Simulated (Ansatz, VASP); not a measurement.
**Mg5Se2: VASP beside Ansatz**

```
CELL_PARAMETERS angstrom
6.36228 -3.55491 -0.47185
6.36228 3.55491 -0.47185
-0.86420 0.00000 3.78705
ATOMIC_POSITIONS crystal
Mg 0.00000 0.00000 0.00000
Mg 0.83711 0.40207 0.62008
Mg 0.59793 0.16289 0.37992
Mg 0.16289 0.59793 0.37992
Mg 0.40207 0.83711 0.62008
Se 0.27399 0.27399 0.77459
Se 0.72601 0.72601 0.22541
```

Change from the starting cell: species swapped into the Rb2Te5 type (C2/m, No. 12).

Alike in both runs: functional PBE; k mesh 4 × 4 × 6; occupations gaussian, width 0.1 eV; no spin polarisation.

Ansatz relaxed the structure, and its values are those at the end. VASP's run is a single point on that final structure, the one shown.

```csv
,VASP,Ansatz
version,VASP 6.6.1,Ansatz 0.2.0
potentials or method,"VASP PAW PBE potentials, release 64 (Mg, Se), cutoff 520 eV","scalar-relativistic, plane waves, PAW"
valence electrons in the cell,22,82
```

Ansatz gave:

- gap on the k mesh at the Fermi level (eV): none
- pressure (GPa): 0.1
- rms of the force components (eV/Å): 0.007

**Question.** Which values does VASP return?

**Answer.** gap on the k mesh at the Fermi level (eV): none; pressure (GPa): 0.0; rms of the force components (eV/Å): 0.006.

A gap of «none» marks a metal or a gap that the smearing closes. VASP's potentials hold 22 valence electrons a cell and Ansatz's 82, so a difference there can come from the potentials and not from the codes.
